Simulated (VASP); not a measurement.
Si: single point with LDA

Crystal: Si.

```xyz
2
Lattice="0.0000 2.3751 2.3751 2.3751 0.0000 2.3751 2.3751 2.3751 0.0000" Properties=species:S:1:pos:R:3 pbc="T T T"
Si   -0.5938   -0.5938   -0.5938
Si    0.5938    0.5938    0.5938
```

This cell differs from its parent crystal: volume scaled by 0.68.

```yaml
Program: VASP 6.6.1
Task: single point
Functional: LDA
Potentials_or_basis: VASP PAW LDA potentials, release 64 (Si)
Cutoff: 520 eV
k_mesh: 12 × 12 × 12
Occupations: fermi-dirac, width 0.08 eV
Spin: no spin polarisation
Dipole_correction: no
Further_INCAR_settings: ALGO = Normal; EDIFF = 1e-06; NBANDS = 11
```

| Property | Result |
| --- | --- |
| Pressure | 80.4 GPa |
| Band gap on the k mesh | zero (band 4 reaches 10.68 eV, above the bottom of band 5 at 10.23 eV) |

Levels at points of the mesh, in eV from the Fermi level:
| k point | band 1 | band 2 | band 3 | band 4 | band 5 | band 6 | band 7 | band 8 | band 9 |
| --- | --- | --- | --- | --- | --- | --- | --- | --- | --- |
| (0.00, 0.00, 0.00) | -14.92 | 0.28 | 0.28 | 0.28 | 2.87 | 2.87 | 2.87 | 8.06 | 8.06 |
| (0.50, 0.00, 0.00) | -11.36 | -9.10 | -1.25 | -1.25 | 3.11 | 3.11 | 3.16 | 8.25 | 11.79 |
| (0.50, 0.50, 0.00) | -9.13 | -9.13 | -3.75 | -3.75 | -0.17 | -0.17 | 12.51 | 12.51 | 14.02 |

Run time: 14 s on 1 thread of Intel Xeon 6975P-C, on a shared host, peak memory 0.14 GiB.
